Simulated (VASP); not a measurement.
# TiMoSe4: single point with PBE

The system is TiMoSe4.

```
Ti Mo Se
1.0
     6.18330    0.00000    0.00000
     0.00000    6.18330    0.00000
     0.00000    0.00000    3.27600
Ti Mo Se
1 1 4
Direct
  0.00000 0.00000 0.00000
  0.50000 0.50000 0.00000
  0.74830 0.74830 0.50000
  0.25170 0.25170 0.50000
  0.74830 0.25170 0.50000
  0.25170 0.74830 0.50000
```

The cell was built from a structure type or drawn by symmetry, and may not be a known phase.

- Program: VASP 6.6.1
- Task: single point
- Functional: PBE
- Potentials or basis: VASP PAW PBE potentials, release 64 (Ti_sv, Mo_sv, Se)
- Cutoff: 520 eV
- k mesh: 2 × 2 × 3
- Occupations: gaussian, width 0.15 eV
- Spin: collinear spin
- Starting moments: [1.0, 1.0, 0.0, 0.0, 0.0, 0.0] μB

```json
{"Pressure": "0.1 GPa", "Largest force": "0.009 eV/Å", "Net moment": "2.59 μB per cell", "Site moments": "Ti +0.56; Mo +1.70; Se -0.02 μB", "Valence electrons inside the program's atomic spheres": "Ti 10.13; Mo 12.22; Se 3.81"}
```

Forces on the atoms (eV/Å):
```
Ti   0.000  0.000  0.000
Mo   0.000  0.000  0.000
Se  -0.006 -0.006  0.000
Se   0.006  0.006  0.000
Se  -0.006  0.006  0.000
Se   0.006 -0.006  0.000
```

Levels at points of the mesh, in eV from the Fermi level:
Spin up:
| k point | band 24 | band 25 | band 26 | band 27 | band 28 | band 29 | band 30 | band 31 |
| --- | --- | --- | --- | --- | --- | --- | --- | --- |
| (0.00, 0.00, 0.00) | -0.24 | -0.24 | -0.23 | -0.23 | 0.39 | 0.54 | 0.68 | 1.21 |
| (0.50, 0.00, 0.00) | -0.78 | -0.50 | -0.32 | -0.25 | 0.65 | 1.22 | 1.42 | 1.89 |
| (0.50, 0.50, 0.00) | -0.87 | -0.48 | -0.45 | -0.22 | -0.22 | 0.54 | 0.82 | 1.10 |
Spin down:
```tsv
k point	band 20	band 21	band 22	band 23	band 24	band 25	band 26	band 27	band 28	band 29
(0.00, 0.00, 0.00)	-2.06	-1.31	-0.21	-0.21	-0.07	0.02	0.43	0.43	0.51	1.05
(0.50, 0.00, 0.00)	-1.78	-1.56	-1.12	-1.03	-0.43	-0.27	-0.21	1.20	1.21	1.77
(0.50, 0.50, 0.00)	-2.88	-2.23	-2.23	-0.89	-0.48	-0.45	-0.38	0.46	0.46	1.59
```

Run time: 3.3 min on 1 thread of Intel Xeon 8259CL, with other jobs on the host, peak memory 0.28 GiB.

Caveat: the k points lie up to 0.64 Å⁻¹ apart.
